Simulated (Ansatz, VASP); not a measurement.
**One calculation of Cs, two programs**

Contents of INCAR:

```
PREC = Accurate ; ENCUT = 520
EDIFF = 1E-6 ; ISMEAR = -1
SIGMA = 0.1 ; LREAL = False
LASPH = True ; NELM = 60
ALGO = Normal ; ISIF = 2
LWAVE = False ; LCHARG = False
GGA = RE ; NBANDS = 10
```

The input KPOINTS:

```
regular mesh
0
Gamma
  8 8 8
```

Contents of POSCAR:

```
Cs
1.0
    0.0000000000      4.1118915079      4.1118915079
    4.1118915079      0.0000000000      4.1118915079
    4.1118915079      4.1118915079      0.0000000000
Cs
1
Direct
    0.0000000000      0.0000000000      0.0000000000
```

Input for Ansatz:

```yaml
crystal:
  lattice:
    - [0.0, 4.1118915079, 4.1118915079]
    - [4.1118915079, 0.0, 4.1118915079]
    - [4.1118915079, 4.1118915079, 0.0]
  atoms:
    - { symbol: Cs, position: [0.0, 0.0, 0.0] }
hamiltonian:
  xc: revpbe
  pseudopotentials:
    kind: paw
    azcp:
      Cs: "pseudopotentials/Cs.paw.azcp"
basis:
  ecutwfc: 420
  fft_grid_basis: typed
kpoints:
  mp_grid: { grid: [8, 8, 8], shift: [0, 0, 0] }
magnetization:
  spin_polarized: false
scf:
  occupations: { method: fermi_dirac, width: 0.1 }
  lower_state_search: "off"
output:
  stress: true
```

Alike in both runs: task single point; functional revPBE; k mesh 8 × 8 × 8; occupations fermi-dirac, width 0.1 eV; no spin polarisation.

|  | VASP | Ansatz |
| --- | --- | --- |
| version | VASP 6.6.1 | Ansatz 0.2.0 |
| potentials or method | VASP PAW PBE potentials, release 64 (Cs_sv), cutoff 520 eV | plane waves (420 eV) with PAW, scalar-relativistic |
| valence electrons in the cell | 9 | 9 |

```csv
,VASP,Ansatz,Ansatz less VASP
pressure (GPa),-0.1,-0.1,0.00
```

VASP's potentials were made for PBE, not for revPBE.

Spin-orbit coupling is off throughout.
